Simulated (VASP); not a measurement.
Crystal: BN.

```
CELL_PARAMETERS angstrom
2.53635 0.00000 0.00000
-1.26817 2.19654 0.00000
0.00000 0.00000 8.70337
ATOMIC_POSITIONS crystal
B 0.33333 0.66667 0.25000
B 0.66667 0.33333 0.75000
N 0.33333 0.66667 0.75000
N 0.66667 0.33333 0.25000
```

| Item | Value |
| --- | --- |
| Program | VASP 6.6.1 |
| Task | relaxation of shape and atoms at fixed volume |
| Functional | PBE |
| Potentials or basis | VASP PAW PBE potentials, release 64 (B, N) |
| Cutoff | 600 eV |
| k mesh | 12 × 12 × 4 |
| Occupations | gaussian, width 0.02 eV |
| Spin | no spin polarisation |

At the start: pressure -5.1 GPa; volume 12.12 Å³/atom.

Question: How do energy, volume and symmetry change on relaxing?

Answer: Over 3 steps the energy falls by 5.2 meV/atom; space group P6_3/mmc (No. 194, to 0.1 Å) before and after.

Step by step:
```tsv
step	energy change (eV)	largest force (eV/Å)	pressure (GPa)	volume (Å³)
1	0.0000	0.0000	-5.09	48.49
2	-0.0207	0.0000	-0.46	48.49
3	-0.0208	0.0000	-0.23	48.49
```

Final structure:
```yaml
crystal:
  lattice:
    - [2.51267, 0.00000, 0.00000]
    - [-1.25633, 2.17603, 0.00000]
    - [0.00000, 0.00000, 8.86818]
  atoms:
    - { symbol: B, position: [0.33333, 0.66667, 0.25000] }
    - { symbol: B, position: [0.66667, 0.33333, 0.75000] }
    - { symbol: N, position: [0.33333, 0.66667, 0.75000] }
    - { symbol: N, position: [0.66667, 0.33333, 0.25000] }
```

Where two steps share one volume, the run began anew on that cell with a basis built for it.

Caveat: this functional lacks dispersion, which binds layers or chains, so the pressure and a relaxed spacing across them are unreliable.
